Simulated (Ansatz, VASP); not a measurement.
**One calculation of Ga2O3, two programs**

```
CELL_PARAMETERS angstrom
6.10700 -1.51855 0.00000
6.10700 1.51855 0.00000
-1.38599 0.00000 5.57371
ATOMIC_POSITIONS crystal
Ga 0.09040 0.09040 0.79387
Ga 0.90960 0.90960 0.20613
Ga 0.65967 0.65967 0.31221
Ga 0.34033 0.34033 0.68779
O 0.16960 0.16960 0.10782
O 0.83040 0.83040 0.89218
O 0.17214 0.17214 0.55963
O 0.82786 0.82786 0.44037
O 0.49724 0.49724 0.25391
O 0.50276 0.50276 0.74609
```

Change from the starting cell: z stretched by -1 %, ions relaxed.

Alike in both runs: functional PBE; k mesh 10 × 10 × 6; occupations fermi-dirac, width 0.02 eV; no spin polarisation.

Ansatz relaxed the structure, and its values are those at the end. VASP's run is a single point on that final structure, the one shown.

|  | VASP | Ansatz |
| --- | --- | --- |
| version | VASP 6.6.1 | Ansatz 0.2.0 |
| potentials or method | VASP PAW PBE potentials, release 64 (Ga_d, O) | plane-wave PAW, scalar-relativistic |
| plane-wave cutoff (eV) | 520 | 420 |
| valence electrons in the cell | 88 | 88 |

Ansatz gave:

```
gap on the k mesh at the Fermi level (eV) : 2.46
pressure (GPa)                            : 10.4
rms of the force components (eV/Å)        : 0.005
```

Estimate VASP's values.

gap on the k mesh at the Fermi level (eV): 2.44; pressure (GPa): 11.0; rms of the force components (eV/Å): 0.011.

With one functional, cell and mesh, what is left measures potentials, basis and numerics. Ansatz's warnings: stress scf threshold loose.
